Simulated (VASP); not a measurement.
# C (Cmme) in VASP: further runs

C is run at these levels: PBE; tasks: single point.

All numbers are computed with VASP 6.6.1; they aren't measurements. Logs are shortened: lines on timing, memory, paths and dates and some standing lists are left out, and cuts for length are marked.

## (1) The cell of the first run

Symmetry: Cmme, No. 67, orthorhombic system. Conventional cell: a = 2.456 Å, b = 4.254 Å, c = 7.173 Å, α = 90.00°, β = 90.00°, γ = 90.00°. C (site symmetry m) has 3 C at 1.42 Å within 1.9 Å.

## (2) Single point, PBE

INCAR reads:

```
SYSTEM = C
ALGO = Normal
EDIFF = 1E-7
ENCUT = 520
GGA = PE
ISIF = 2
ISMEAR = -1
LASPH = .TRUE.
LCHARG = .TRUE.
LELF = .TRUE.
LREAL = .FALSE.
LVHAR = .TRUE.
LWAVE = .FALSE.
NBANDS = 16
NELM = 80
PREC = Accurate
SIGMA = 0.2
```

KPOINTS reads:

```
k-points
0
G
  18 18 6
  0 0 0
```

POSCAR reads:

```
C
1.0
    1.2280479700     -2.1270618200      0.0000000000
    1.2280479700      2.1270618200      0.0000000000
    0.0000000000      0.0000000000      7.1732677600
C
4
Direct
    0.0833794600      0.9166205400      0.7531376000
    0.5833794600      0.4166205400      0.2468624000
    0.9166205400      0.0833794600      0.2468624000
    0.4166205400      0.5833794600      0.7531376000
```

Potentials or basis: VASP PAW PBE potentials, release 64 (C).

Launch:

```
cat potpaw_PBE.64/C/POTCAR > POTCAR
mpirun -np 1 vasp_std > vasp.out
```

OUTCAR:

```text
SYSTEM = C
   EDIFF = 1E-7
   ENCUT = 520
   GGA = PE
   ISIF = 2
   ISMEAR = -1
   LASPH = .TRUE.
   LREAL = .FALSE.
   NELM = 80
   PREC = Accurate

 ion  position               nearest neighbor table
   1  0.083  0.917  0.753-   4 1.42   4 1.42   4 1.42
   2  0.583  0.417  0.247-   3 1.42   3 1.42   3 1.42
   3  0.917  0.083  0.247-   2 1.42   2 1.42   2 1.42
   4  0.417  0.583  0.753-   1 1.42   1 1.42   1 1.42

  LATTYP: Found a hexagonal cell.
 ALAT       =     2.4561135566
 C/A-ratio  =     2.9205765918

  Lattice vectors:

 A1 = (   1.2280479700,  -2.1270618200,   0.0000000000)
 A2 = (   1.2280479700,   2.1270618200,   0.0000000000)
 A3 = (   0.0000000000,   0.0000000000,   7.1732677600)

Analysis of symmetry for initial positions (statically):
=====================================================================
 Subroutine PRICEL returns:
 Original cell was already a primitive cell.

 Routine SETGRP: Setting up the symmetry group for a
 hexagonal supercell.

 Subroutine GETGRP returns: Found  8 space group operations
 (whereof  4 operations were pure point group operations)
 out of a pool of 24 trial point group operations.

The static configuration has the point symmetry C_2h.
 The point group associated with its full space group is D_2h.

Analysis of symmetry for dynamics (positions and initial velocities):
=====================================================================
 Subroutine PRICEL returns:
 Original cell was already a primitive cell.

 Routine SETGRP: Setting up the symmetry group for a
 hexagonal supercell.

 Subroutine GETGRP returns: Found  8 space group operations
 (whereof  4 operations were pure point group operations)
 out of a pool of 24 trial point group operations.

The dynamic configuration has the point symmetry C_2h.
 The point group associated with its full space group is D_2h.

 Subroutine INISYM returns: Found  8 space group operations
 (whereof  4 operations are pure point group operations),
 and found     1 'primitive' translations

----------------------------------------------------------------------------------------

                                     Primitive cell

  volume of cell :      37.4751

  direct lattice vectors                    reciprocal lattice vectors
     1.228047970 -2.127061820  0.000000000     0.407150219 -0.235066041  0.000000000
     1.228047970  2.127061820  0.000000000     0.407150219  0.235066041  0.000000000
     0.000000000  0.000000000  7.173267760     0.000000000  0.000000000  0.139406479

  length of vectors
     2.456113557  2.456113557  7.173267760     0.470135453  0.470135453  0.139406479

  position of ions in fractional coordinates (direct lattice)
     0.083379460  0.916620540  0.753137600
     0.583379460  0.416620540  0.246862400
     0.916620540  0.083379460  0.246862400
     0.416620540  0.583379460  0.753137600

  ion indices of the primitive-cell ions
   primitive index   ion index
                 1           1
                 2           2
                 3           3
                 4           4

----------------------------------------------------------------------------------------

 KPOINTS: k-points

Automatic generation of k-mesh.
 Grid dimensions read from file:
 generate k-points for:   18   18    6

 Generating k-lattice:

  Cartesian coordinates                     Fractional coordinates (reciprocal lattice)
     0.022619457 -0.013059224  0.000000000     0.055555556  0.000000000  0.000000000
     0.022619457  0.013059224  0.000000000     0.000000000  0.055555556  0.000000000
     0.000000000  0.000000000  0.023234413     0.000000000  0.000000000  0.166666667

  Length of vectors
     0.026118636  0.026118636  0.023234413

  Shift w.r.t. Gamma in fractional coordinates (k-lattice)
     0.000000000  0.000000000  0.000000000

 Subroutine IBZKPT returns following result:
 ===========================================

 Found    364 irreducible k-points:

 Following reciprocal coordinates:
            Coordinates               Weight
  0.000000  0.000000  0.000000      1.000000
  0.055556  0.000000  0.000000      4.000000
 -0.055556  0.055556  0.000000      2.000000
  0.111111  0.000000  0.000000      4.000000
 -0.111111  0.111111  0.000000      2.000000
  0.166667  0.000000  0.000000      4.000000
[... 16 lines left out ...]
 -0.055556  0.166667  0.000000      4.000000
 -0.166667  0.111111  0.000000      4.000000
 [... further k-points ...]
   k-points           NKPTS =    364   k-points in BZ     NKDIM =    364   number of bands    NBANDS=     16
   number of dos      NEDOS =    301   number of ions     NIONS =      4
   total plane-waves  NPLWV =  17496
   dimension x,y,z NGX =    18 NGY =   18 NGZ =   54
   dimension x,y,z NGXF=    36 NGYF=   36 NGZF=  108
   ions per type =               4
   NGX,Y,Z   is equivalent  to a cutoff of  12.18, 12.18, 12.51 a.u.
   NGXF,Y,Z  is equivalent  to a cutoff of  24.37, 24.37, 25.03 a.u.
 SYSTEM =  C
   PREC   = accura    normal or accurate (medium, high low for compatibility)
   ISTART =      0    job   : 0-new  1-cont  2-samecut
   ICHARG =      2    charge: 1-file 2-atom 10-const
   ISPIN  =      1    spin polarized calculation?
   LNONCOLLINEAR =      F non collinear calculations
   LSORBIT =      F    spin-orbit coupling
   LASPH  =      T    aspherical Exc in radial PAW
   ENCUT  =  520.0 eV  38.22 Ry    6.18 a.u.   4.57  4.57 13.34*2*pi/ulx,y,z
   NELM   =     80;   NELMIN=  2; NELMDL= -5     # of ELM steps
   EDIFF  = 0.1E-06   stopping-criterion for ELM
   LREAL  =      F    real-space projection
   EDIFFG = 0.1E-05   stopping-criterion for IOM
   NSW    =      0    number of steps for IOM
   IBRION =     -1    ionic relax: 0-MD 1-quasi-New 2-CG
   NFREE  =      0    steps in history (QN), initial steepest desc. (CG)
   ISIF   =      2    stress and relaxation
   ISYM   =      2    0-nonsym 1-usesym 2-fastsym
   POTIM  = 0.5000    time-step for ionic-motion
   TEBEG  =    0.0;   TEEND  =   0.0 temperature during run
   PSTRESS=    0.0 pullay stress
   NELECT =      16.0000    total number of electrons
   NUPDOWN=      -1.0000    fix difference up-down
   EMIN   =  10.00;   EMAX   =-10.00  energy-range for DOS
   EFERMI =   0.00;   METHOD = LEGACY
   ISMEAR =    -1;   SIGMA  =   0.20  broadening in eV -4-tet -1-fermi 0-gaus
   EFERMI_NEDOS =   21; number of points for ismear=-14 and -15
   IALGO  =     38    algorithm
   IMIX   =      4    mixing-type and parameters
     AMIX     =   0.40;   BMIX     =  1.00
     AMIX_MAG =   1.60;   BMIX_MAG =  1.00
  volume/ion in A,a.u.               =       9.37        63.22
  Fermi-wavevector in a.u.,A,eV,Ry     =   1.232728  2.329519 20.675669  1.519619
  Thomas-Fermi vector in A             =   2.367487
   LORBIT       =      0    0 simple, 1 ext, 2 COOP (PROOUT), +10 PAW based schemes
   GGA     = PE    functional components
   LHFCALC =     F    Hartree Fock is set to
   AEXX    =    0.0000 exact exchange contribution
   IVDW    =     0    specifies the selected vdW correction
   LEPSILON=     F    determine dielectric tensor
   LRPA    =     F    only Hartree local field effects (RPA)
 non-spin polarized calculation
  energy-cutoff  :      520.00
  volume of cell :       37.48
 maximum number of plane-waves:      1028
   NGX =  9   NGY =  9   NGZ = 27

 number of electron      15.9999996 magnetization

 Free energy of the ion-electron system (eV)
  ---------------------------------------------------
  ext. energy  EPLUGINS =         0.00000000
  ---------------------------------------------------
  free energy    TOTEN  =       -36.87701007 eV

  energy without entropy =      -36.86579552  energy(sigma->0) =      -36.87140279

 E-fermi :   4.1838     XC(G=0):  -9.8823

 val. band max:        4.1659198213   @ k =   0.3333   0.3333   0.5000
 cond. band min:       4.1899633598   @ k =   0.3333   0.3333   0.5000
 fundamental gap:      0.0240435385
 Fermi energy:         4.1838173183

 k-point     1 :       0.0000    0.0000    0.0000
  band No.  band energies     occupation
      1     -15.5108      2.00000
      2     -15.3354      2.00000
      3      -4.1587      2.00000
      4      -2.7796      2.00000
      5       1.1493      2.00000
      6       1.1552      2.00000
[... 8 lines left out ...]
     15      15.7257      0.00000
     16      15.8065      0.00000

 k-point     2 :       0.0556    0.0000    0.0000
  band No.  band energies     occupation
      1     -15.4370      2.00000
      2     -15.2624      2.00000
      3      -4.0689      2.00000
      4      -2.6942      2.00000
      5       0.8548      2.00000
      6       0.8690      2.00000
[... 8 lines left out ...]
     15      15.4546      0.00000
     16      15.5579      0.00000

 k-point     3 :      -0.0556    0.0556    0.0000
  band No.  band energies     occupation
      1     -15.4369      2.00000
      2     -15.2624      2.00000
      3      -4.0690      2.00000
      4      -2.6940      2.00000
      5       0.8488      2.00000
      6       0.8582      2.00000
[... 8 lines left out ...]
     15      15.4768      0.00000
     16      15.5350      0.00000

 k-point     4 :       0.1111    0.0000    0.0000
  band No.  band energies     occupation
      1     -15.2156      2.00000
      2     -15.0436      2.00000
      3      -3.8003      2.00000
      4      -2.4390      2.00000
      5       0.0285      2.00000
      6       0.0518      2.00000
[... 8 lines left out ...]
     15      14.6845      0.00000
     16      14.8572      0.00000

 k-point     5 :      -0.1111    0.1111    0.0000
  band No.  band energies     occupation
      1     -15.2156      2.00000
      2     -15.0437      2.00000
      3      -3.8008      2.00000
      4      -2.4383      2.00000
      5       0.0232      2.00000
      6       0.0419      2.00000
[... 8 lines left out ...]
     15      14.7677      0.00000
     16      14.7748      0.00000

 k-point     6 :       0.1667    0.0000    0.0000
  band No.  band energies     occupation
      1     -14.8478      2.00000
      2     -14.6801      2.00000
      3      -3.3557      2.00000
      4      -2.0180      2.00000
      5      -1.1584      2.00000
      6      -1.1234      2.00000
[... 8 lines left out ...]
     15      15.1524      0.00000
     16      15.1531      0.00000
[... 267 lines left out ...]
 k-point    21 :      -0.0556    0.1111    0.0000
  band No.  band energies     occupation
      1     -15.2894      2.00000
      2     -15.1166      2.00000
      3      -3.8900      2.00000
      4      -2.5235      2.00000
      5       0.3230      2.00000
      6       0.3234      2.00000
[... 8 lines left out ...]
     15      14.9780      0.00000
     16      15.0399      0.00000

 k-point    22 :       0.1111    0.0556    0.0000
  band No.  band energies     occupation
      1     -14.9948      2.00000
      2     -14.8253      2.00000
      3      -3.5329      2.00000
      4      -2.1860      2.00000
      5      -0.6338      2.00000
      6      -0.6006      2.00000
[... 8 lines left out ...]
     15      14.3462      0.00000
     16      14.3943      0.00000

 k-point    23 :      -0.0556    0.1667    0.0000
  band No.  band energies     occupation
      1     -14.9948      2.00000
      2     -14.8254      2.00000
      3      -3.5334      2.00000
      4      -2.1851      2.00000
      5      -0.6308      2.00000
      6      -0.6134      2.00000
[... 8 lines left out ...]
     15      14.3327      0.00000
     16      14.3893      0.00000

 k-point    24 :      -0.1667    0.1111    0.0000
  band No.  band energies     occupation
      1     -14.9948      2.00000
      2     -14.8254      2.00000
      3      -3.5338      2.00000
      4      -2.1845      2.00000
      5      -0.6344      2.00000
      6      -0.6174      2.00000
[... 8 lines left out ...]
     15      14.3271      0.00000
     16      14.3852      0.00000

 [... further k-points ...]

------------------------ aborting loop because EDIFF is reached ----------------------------------------

  FORCE on cell =-STRESS in cart. coord.  units (eV):
  Direction    XX          YY          ZZ          XY          YZ          ZX
  --------------------------------------------------------------------------------------
  -------------------------------------------------------------------------------------
  Total        1.2982679      1.2647648      0.3810268      0.0000000     -0.0000000      0.0000000
  in kB       55.5050418     54.0726782     16.2900942      0.0000000     -0.0000000      0.0000000
  external PRESSURE =      41.9559381 kB  Pullay stress =       0.0000000 kB

 VOLUME and BASIS-vectors are now :
 -----------------------------------------------------------------------------
  energy-cutoff  :      520.00
  volume of cell :       37.48
      direct lattice vectors                 reciprocal lattice vectors
     1.228047970 -2.127061820  0.000000000     0.407150219 -0.235066041  0.000000000
     1.228047970  2.127061820  0.000000000     0.407150219  0.235066041  0.000000000
     0.000000000  0.000000000  7.173267760     0.000000000  0.000000000  0.139406479

 POSITION                                       TOTAL-FORCE (eV/Angst)
 -----------------------------------------------------------------------------------
      1.22805      1.77236      5.40246         0.000000      0.021870     -0.008877
      1.22805     -0.35471      1.77081         0.000000      0.021870      0.008877
      1.22805     -1.77236      1.77081         0.000000     -0.021870      0.008877
      1.22805      0.35471      5.40246         0.000000     -0.021870     -0.008877
 -----------------------------------------------------------------------------------
    total drift:                                0.000000      0.000000      0.000000

  FREE ENERGIE OF THE ION-ELECTRON SYSTEM (eV)
  ---------------------------------------------------
  free  energy   TOTEN  =       -36.8770100678 eV

  energy  without entropy=      -36.8657955220  energy(sigma->0) =      -36.87140279
```

It took 2.7 min on 1 thread of Intel Xeon Platinum 8375C at 2.90GHz (Ice Lake), shared host; peak memory 0.26 GiB.

What came out:

- Free energy: -36.8770 eV
- Pressure: 4.2 GPa
- Largest force: 0.024 eV/Å

Forces on the atoms (eV/Å):
```
C    0.000  0.022 -0.009
C    0.000  0.022  0.009
C    0.000 -0.022  0.009
C    0.000 -0.022 -0.009
```

Caveat: the cell stands under pressure; this functional lacks dispersion, which binds layers or chains, so the pressure and a relaxed spacing across them are unreliable.

(Continued in part 2 of 2.)
